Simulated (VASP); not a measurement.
# BN (C2/m) in VASP: a series of runs

BN is run at these levels: PBE+D3(BJ); tasks: single point.

Everything below comes from runs of VASP 6.6.1. Logs are shortened: lines on timing, memory, paths and dates and some standing lists are left out, and cuts for length are marked.

**1. The cell of the first run**

The structure is monoclinic, space group C2/m (No. 12). Conventional cell: a = 4.341 Å, b = 2.506 Å, c = 13.278 Å, α = 90.00°, β = 94.69°, γ = 90.00°. B (site symmetry m) has 3 N at 1.45 Å within 1.9 Å. B (site symmetry m) has 3 N at 1.45 Å within 1.9 Å. Within 1.9 Å of N (site symmetry m) lie 3 B at 1.45 Å. Within 1.9 Å of N (site symmetry m) lie 3 B at 1.45 Å.

**2. Single point, PBE+D3(BJ)**

File INCAR:

```
SYSTEM = BN
PREC     = Accurate       ! precision mode
ENCUT    = 520            ! plane-wave cutoff, eV
EDIFF    = 1E-6           ! SCF threshold, eV
ISMEAR   = 0              ! smearing method
SIGMA    = 0.05           ! smearing width, eV
LREAL    = .False.        ! projectors in reciprocal space
LASPH    = .True.         ! aspherical terms in the spheres
NELM     = 80             ! most SCF steps
ALGO     = Normal         ! electronic algorithm
ISIF     = 2              ! what is computed and relaxed
LWAVE    = .False.        ! write WAVECAR
LCHARG   = .True.         ! write CHGCAR
GGA      = PE             ! functional
IVDW     = 12             ! dispersion correction
LELF     = .True.         ! ELF
LVHAR    = .True.       
NBANDS   = 26             ! bands
```

File KPOINTS:

```
regular mesh
0
Gamma
  10 10 2
  0 0 0
```

File POSCAR:

```
BN
1.0
   -2.5064381127      0.0000000000      0.0000000000
   -1.2532190563     -2.1706390786      0.0000000000
   -2.8197428768     -1.6279793090     13.2336949040
B N
4 4
Direct
   -0.3229166667     -0.3229166667      0.8750000000
    0.0520833333      0.0520833333      0.3750000000
    0.5729166667      0.5729166667      0.1250000000
    0.1979166667      0.1979166667      0.6250000000
    0.2395833333      0.2395833333      0.1250000000
   -0.1354166667     -0.1354166667      0.6250000000
    0.0104166667      0.0104166667      0.8750000000
    0.3854166667      0.3854166667      0.3750000000
```

Potentials or basis: VASP PAW PBE potentials, release 64 (B, N).

Command:

```bash
$ cat potpaw_PBE.64/B/POTCAR potpaw_PBE.64/N/POTCAR > POTCAR
$ mpirun -np 1 vasp_std > vasp.out
```

OUTCAR:

```text
SYSTEM = BN
   PREC = Accurate
   ENCUT = 520
   EDIFF = 1E-6
   ISMEAR = 0
   LREAL = .False.
   LASPH = .True.
   NELM = 80
   ISIF = 2
   GGA = PE
   IVDW = 12
 IVDW          = 12

 ion  position               nearest neighbor table
   1  0.677  0.677  0.875-   7 1.45   7 1.45   7 1.45
   2  0.052  0.052  0.375-   8 1.45   8 1.45   8 1.45
   3  0.573  0.573  0.125-   5 1.45   5 1.45   5 1.45
   4  0.198  0.198  0.625-   6 1.45   6 1.45   6 1.45
   5  0.240  0.240  0.125-   3 1.45   3 1.45   3 1.45
   6  0.865  0.865  0.625-   4 1.45   4 1.45   4 1.45
   7  0.010  0.010  0.875-   1 1.45   1 1.45   1 1.45
   8  0.385  0.385  0.375-   2 1.45   2 1.45   2 1.45

  LATTYP: Found a base centered monoclinic cell.
 ALAT       =     4.3412781572
 B/A-ratio  =     0.5773502692
 C/A-ratio  =     3.0585750005
 COS(beta)  =    -0.0817374104

  Lattice vectors:

 A1 = (  -2.5064381127,   0.0000000000,   0.0000000000)
 A2 = (  -1.2532190563,  -2.1706390786,   0.0000000000)
 A3 = (   0.9399142922,   0.5426597696,  13.2336949040)

Analysis of symmetry for initial positions (statically):
=====================================================================
 Subroutine PRICEL returns:
 Original cell was already a primitive cell.

 Routine SETGRP: Setting up the symmetry group for a
 base centered monoclinic supercell.

 Subroutine GETGRP returns: Found  4 space group operations
 (whereof  2 operations were pure point group operations)
 out of a pool of  4 trial point group operations.

The static configuration has the point symmetry C_1h.
 The point group associated with its full space group is C_2h.

Analysis of symmetry for dynamics (positions and initial velocities):
=====================================================================
 Subroutine PRICEL returns:
 Original cell was already a primitive cell.

 Routine SETGRP: Setting up the symmetry group for a
 base centered monoclinic supercell.

 Subroutine GETGRP returns: Found  4 space group operations
 (whereof  2 operations were pure point group operations)
 out of a pool of  4 trial point group operations.

The dynamic configuration has the point symmetry C_1h.
 The point group associated with its full space group is C_2h.

 Subroutine INISYM returns: Found  4 space group operations
 (whereof  2 operations are pure point group operations),
 and found     1 'primitive' translations

----------------------------------------------------------------------------------------

                                     Primitive cell

  volume of cell :      71.9989

  direct lattice vectors                    reciprocal lattice vectors
    -2.506438113  0.000000000  0.000000000    -0.398972548  0.230346908 -0.056673514
    -1.253219056 -2.170639079  0.000000000     0.000000000 -0.460693816 -0.056673514
    -2.819742877 -1.627979309 13.233694904     0.000000000  0.000000000  0.075564686

  length of vectors
     2.506438113  2.506438113 13.628350866     0.464166650  0.464166650  0.075564686

  position of ions in fractional coordinates (direct lattice)
     0.677083333  0.677083333  0.875000000
     0.052083333  0.052083333  0.375000000
     0.572916667  0.572916667  0.125000000
     0.197916667  0.197916667  0.625000000
     0.239583333  0.239583333  0.125000000
     0.864583333  0.864583333  0.625000000
     0.010416667  0.010416667  0.875000000
     0.385416667  0.385416667  0.375000000

  ion indices of the primitive-cell ions
   primitive index   ion index
                 1           1
                 2           2
                 3           3
                 4           4
                 5           5
                 6           6
                 7           7
                 8           8

----------------------------------------------------------------------------------------

 KPOINTS: regular mesh

Automatic generation of k-mesh.
 Grid dimensions read from file:
 generate k-points for:   10   10    2

 Generating k-lattice:

  Cartesian coordinates                     Fractional coordinates (reciprocal lattice)
    -0.039897255  0.023034691 -0.005667351     0.100000000  0.000000000  0.000000000
     0.000000000 -0.046069382 -0.005667351     0.000000000  0.100000000  0.000000000
     0.000000000  0.000000000  0.037782343     0.000000000  0.000000000  0.500000000

  Length of vectors
     0.046416665  0.046416665  0.037782343

  Shift w.r.t. Gamma in fractional coordinates (k-lattice)
     0.000000000  0.000000000  0.000000000

 Subroutine IBZKPT returns following result:
 ===========================================

 Found     62 irreducible k-points:

 Following reciprocal coordinates:
            Coordinates               Weight
  0.000000  0.000000  0.000000      1.000000
  0.100000  0.000000  0.000000      4.000000
  0.200000  0.000000  0.000000      4.000000
  0.300000  0.000000 -0.000000      4.000000
  0.400000  0.000000  0.000000      4.000000
  0.500000  0.000000 -0.000000      2.000000
[... 16 lines left out ...]
  0.300000  0.300000 -0.000000      2.000000
  0.400000  0.300000  0.000000      4.000000
 [... further k-points ...]
   k-points           NKPTS =     62   k-points in BZ     NKDIM =     62   number of bands    NBANDS=     26
   number of dos      NEDOS =    301   number of ions     NIONS =      8
   total plane-waves  NPLWV =  43200
   dimension x,y,z NGX =    20 NGY =   20 NGZ =  108
   dimension x,y,z NGXF=    40 NGYF=   40 NGZF=  216
   ions per type =               4   4
   NGX,Y,Z   is equivalent  to a cutoff of  13.27, 13.27, 13.17 a.u.
   NGXF,Y,Z  is equivalent  to a cutoff of  26.53, 26.53, 26.35 a.u.
 SYSTEM =  BN
   PREC   = accura    normal or accurate (medium, high low for compatibility)
   ISTART =      0    job   : 0-new  1-cont  2-samecut
   ICHARG =      2    charge: 1-file 2-atom 10-const
   ISPIN  =      1    spin polarized calculation?
   LNONCOLLINEAR =      F non collinear calculations
   LSORBIT =      F    spin-orbit coupling
   LASPH  =      T    aspherical Exc in radial PAW
   ENCUT  =  520.0 eV  38.22 Ry    6.18 a.u.   4.66  4.66 25.34*2*pi/ulx,y,z
   NELM   =     80;   NELMIN=  2; NELMDL= -5     # of ELM steps
   EDIFF  = 0.1E-05   stopping-criterion for ELM
   LREAL  =      F    real-space projection
   EDIFFG = 0.1E-04   stopping-criterion for IOM
   NSW    =      0    number of steps for IOM
   IBRION =     -1    ionic relax: 0-MD 1-quasi-New 2-CG
   NFREE  =      0    steps in history (QN), initial steepest desc. (CG)
   ISIF   =      2    stress and relaxation
   ISYM   =      2    0-nonsym 1-usesym 2-fastsym
   POTIM  = 0.5000    time-step for ionic-motion
   TEBEG  =    0.0;   TEEND  =   0.0 temperature during run
   PSTRESS=    0.0 pullay stress
   NELECT =      32.0000    total number of electrons
   NUPDOWN=      -1.0000    fix difference up-down
   EMIN   =  10.00;   EMAX   =-10.00  energy-range for DOS
   EFERMI =   0.00;   METHOD = LEGACY
   ISMEAR =     0;   SIGMA  =   0.05  broadening in eV -4-tet -1-fermi 0-gaus
   EFERMI_NEDOS =   21; number of points for ismear=-14 and -15
   IALGO  =     38    algorithm
   IMIX   =      4    mixing-type and parameters
     AMIX     =   0.40;   BMIX     =  1.00
     AMIX_MAG =   1.60;   BMIX_MAG =  1.00
  volume/ion in A,a.u.               =       9.00        60.73
  Fermi-wavevector in a.u.,A,eV,Ry     =   1.249347  2.360923 21.236882  1.560867
  Thomas-Fermi vector in A             =   2.383391
   LORBIT       =      0    0 simple, 1 ext, 2 COOP (PROOUT), +10 PAW based schemes
   GGA     = PE    functional components
   LHFCALC =     F    Hartree Fock is set to
   AEXX    =    0.0000 exact exchange contribution
   IVDW    =    12    specifies the selected vdW correction
   LEPSILON=     F    determine dielectric tensor
   LRPA    =     F    only Hartree local field effects (RPA)
 non-spin polarized calculation
 Gauss-broadening in eV      SIGMA  =   0.05
  energy-cutoff  :      520.00
  volume of cell :       72.00
 maximum number of plane-waves:      1958
   NGX =  9   NGY =  9   NGZ = 51

 number of electron      31.9999995 magnetization

 Free energy of the ion-electron system (eV)
  ---------------------------------------------------
  ext. energy  EPLUGINS =         0.00000000
  ---------------------------------------------------
  free energy    TOTEN  =       -70.29837456 eV

  energy without entropy =      -70.29837456  energy(sigma->0) =      -70.29837456

 E-fermi :   2.6501     XC(G=0): -10.0905

 val. band max:        2.3388529831   @ k =  -0.4000   0.3000   0.5000
 cond. band min:       6.3436093239   @ k =   0.5000   0.5000  -0.0000
 fundamental gap:      4.0047563408
 Fermi energy:         2.6500525229

 k-point     1 :       0.0000    0.0000    0.0000
  band No.  band energies     occupation
      1     -15.4978      2.00000
      2     -15.3522      2.00000
      3     -15.3513      2.00000
      4     -15.1958      2.00000
      5      -3.9259      2.00000
      6      -2.9728      2.00000
[... 18 lines left out ...]
     25      13.9100      0.00000
     26      13.9255      0.00000

 k-point     2 :       0.1000    0.0000    0.0000
  band No.  band energies     occupation
      1     -15.3017      2.00000
      2     -15.1771      2.00000
      3     -15.1424      2.00000
      4     -15.0086      2.00000
      5      -3.6517      2.00000
      6      -2.8366      2.00000
[... 18 lines left out ...]
     25      14.6557      0.00000
     26      14.7346      0.00000

 k-point     3 :       0.2000    0.0000    0.0000
  band No.  band energies     occupation
      1     -14.7293      2.00000
      2     -14.6316      2.00000
      3     -14.5677      2.00000
      4     -14.4629      2.00000
      5      -2.8453      2.00000
      6      -2.2287      2.00000
[... 572 lines left out ...]
 k-point    23 :       0.3000    0.3000   -0.0000
  band No.  band energies     occupation
      1     -13.8246      2.00000
      2     -13.8135      2.00000
      3     -13.6584      2.00000
      4     -13.6465      2.00000
      5      -3.9338      2.00000
      6      -3.8887      2.00000
[... 18 lines left out ...]
     25      13.7216      0.00000
     26      13.8027      0.00000

 k-point    24 :       0.4000    0.3000    0.0000
  band No.  band energies     occupation
      1     -13.2018      2.00000
      2     -13.1935      2.00000
      3     -13.0596      2.00000
      4     -13.0506      2.00000
      5      -4.9084      2.00000
      6      -4.8591      2.00000
[... 18 lines left out ...]
     25      14.4107      0.00000
     26      14.4687      0.00000

 [... further k-points ...]

------------------------ aborting loop because EDIFF is reached ----------------------------------------

 Edisp (eV)   -1.13200

 E8    (eV) :    -0.3317

  FORCE on cell =-STRESS in cart. coord.  units (eV):
  Direction    XX          YY          ZZ          XY          YZ          ZX
  --------------------------------------------------------------------------------------
  -------------------------------------------------------------------------------------
  Total       0.02746     0.04877    -0.01421    -0.01846     0.00688     0.01191
  in kB       0.61095     1.08526    -0.31625    -0.41076     0.15300     0.26500
  external pressure =        0.46 kB  Pullay stress =        0.00 kB

 VOLUME and BASIS-vectors are now :
 -----------------------------------------------------------------------------
  energy-cutoff  :      520.00
  volume of cell :       72.00
      direct lattice vectors                 reciprocal lattice vectors
    -2.506438113  0.000000000  0.000000000    -0.398972548  0.230346908 -0.056673514
    -1.253219056 -2.170639079  0.000000000     0.000000000 -0.460693816 -0.056673514
    -2.819742877 -1.627979309 13.233694904     0.000000000  0.000000000  0.075564686

 POSITION                                       TOTAL-FORCE (eV/Angst)
 -----------------------------------------------------------------------------------
     -5.01288     -2.89419     11.57948         0.009214      0.005320     -0.015291
     -1.25322     -0.72355      4.96264         0.000002      0.000001      0.000735
     -2.50644     -1.44709      1.65421        -0.009214     -0.005320      0.015291
     -2.50644     -1.44709      8.27106        -0.000002     -0.000001     -0.000735
     -1.25322     -0.72355      1.65421         0.012555      0.007248     -0.003802
     -5.01288     -2.89419      8.27106        -0.000106     -0.000061     -0.000138
     -2.50644     -1.44709     11.57948        -0.012555     -0.007248      0.003802
     -2.50644     -1.44709      4.96264         0.000106      0.000061      0.000138
 -----------------------------------------------------------------------------------
    total drift:                                0.000000      0.000000     -0.000000

  FREE ENERGIE OF THE ION-ELECTRON SYSTEM (eV)
  ---------------------------------------------------
  free  energy   TOTEN  =       -71.4303746825 eV

  energy  without entropy=      -71.4303746825  energy(sigma->0) =      -71.43037468
```

Wall time 62 s (1 thread of Intel Xeon 6975P-C (Granite Rapids), shared host); peak memory 0.24 GiB.

Results:

- Free energy: -71.4304 eV
- Pressure: 0.0 GPa
- Largest force: 0.019 eV/Å
- Band gap on the k mesh: 4.00 eV, indirect (least direct gap 4.25 eV)
- Dispersion energy per atom: -0.141 eV

Forces on the atoms (eV/Å):
```
B    0.009  0.005 -0.015
B    0.000  0.000  0.001
B   -0.009 -0.005  0.015
B    0.000  0.000 -0.001
N    0.013  0.007 -0.004
N    0.000  0.000  0.000
N   -0.013 -0.007  0.004
N    0.000  0.000  0.000
```

Stress tensor (GPa, compression positive):
```
 0.06 -0.04  0.03
-0.04  0.11  0.02
 0.03  0.02 -0.03
```

A k mesh can miss the band edges.

**3. Single point, PBE+D3(BJ)**

File INCAR:

```
PREC = Accurate ; ENCUT = 520
EDIFF = 1E-7 ; ISMEAR = 0
SIGMA = 0.05 ; LREAL = False
LASPH = True ; NELM = 100
ALGO = Normal ; ISIF = 2
LWAVE = False ; LCHARG = False
GGA = PE ; IVDW = 12
NBANDS = 26
```

File KPOINTS:

```
Automatic mesh
0
Gamma
  10 10 2
```

File POSCAR:

```
BN
1.0
   -2.5064381127      0.0000000000      0.0000000000
   -1.2532190563     -2.1706390786      0.0000000000
   -3.4464777268     -1.9898248434     13.2336949040
B N
4 4
Direct
   -0.4687791667     -0.4687791667      0.8750000000
   -0.0104291667     -0.0104291667      0.3750000000
    0.5520791667      0.5520791667      0.1250000000
    0.0937291667      0.0937291667      0.6250000000
    0.2187458333      0.2187458333      0.1250000000
   -0.2396041667     -0.2396041667      0.6250000000
   -0.1354458333     -0.1354458333      0.8750000000
    0.3229041667      0.3229041667      0.3750000000
```

Potentials or basis: VASP PAW PBE potentials, release 64 (B, N).

Command:

```bash
$ cat potpaw_PBE.64/B/POTCAR potpaw_PBE.64/N/POTCAR > POTCAR
$ mpirun -np 1 vasp_std > vasp.out
```

Run time: 57 s. Hardware: 1 thread of Intel Xeon 6975P-C (Granite Rapids), shared host; peak memory 0.24 GiB.

Results (log left out):

```yaml
Free_energy: -71.4332 eV
Pressure: 0.1 GPa
Largest_force: 0.008 eV/Å
Band_gap_on_the_k_mesh: 4.05 eV, indirect (least direct gap 4.41 eV)
Dispersion_energy_per_atom: -0.141 eV
```

Forces in eV/Å, atoms in the order of the input:
```
B    0.005  0.003 -0.005
B    0.000  0.000  0.000
B   -0.005 -0.003  0.005
B    0.000  0.000  0.000
N   -0.003 -0.002  0.001
N    0.000  0.000  0.000
N    0.003  0.002 -0.001
N    0.000  0.000  0.000
```

Stress tensor (GPa, compression positive):
```
 0.11 -0.06 -0.06
-0.06  0.18 -0.04
-0.06 -0.04 -0.10
```

Levels at points of the mesh, in eV from the valence-band top:
| k point | band 12 | band 13 | band 14 | band 15 | band 16 | band 17 | band 18 | band 19 | band 20 | band 21 |
| --- | --- | --- | --- | --- | --- | --- | --- | --- | --- | --- |
| (0.00, 0.00, 0.00) | -1.37 | -1.37 | -1.37 | -1.35 | -1.35 | 5.22 | 7.60 | 7.61 | 10.29 | 11.46 |
| (0.50, 0.00, 0.00) | -4.14 | -1.36 | -1.31 | -0.67 | -0.60 | 4.27 | 4.43 | 5.15 | 5.30 | 9.61 |
| (0.50, 0.50, 0.00) | -4.13 | -1.52 | -1.00 | -0.95 | -0.43 | 4.05 | 4.61 | 4.78 | 5.71 | 9.47 |
| (0.00, 0.00, 0.50) | -1.38 | -1.36 | -1.36 | -1.36 | -1.36 | 5.93 | 5.93 | 9.39 | 9.40 | 11.48 |
| (0.50, 0.00, 0.50) | -4.13 | -1.49 | -1.00 | -0.94 | -0.51 | 4.28 | 4.59 | 4.77 | 5.53 | 9.45 |
| (0.50, 0.50, 0.50) | -4.14 | -1.38 | -1.34 | -0.62 | -0.54 | 4.08 | 4.33 | 5.26 | 5.45 | 9.60 |

A k mesh can miss the band edges. As with any semilocal functional, this PBE gap is likely too small.
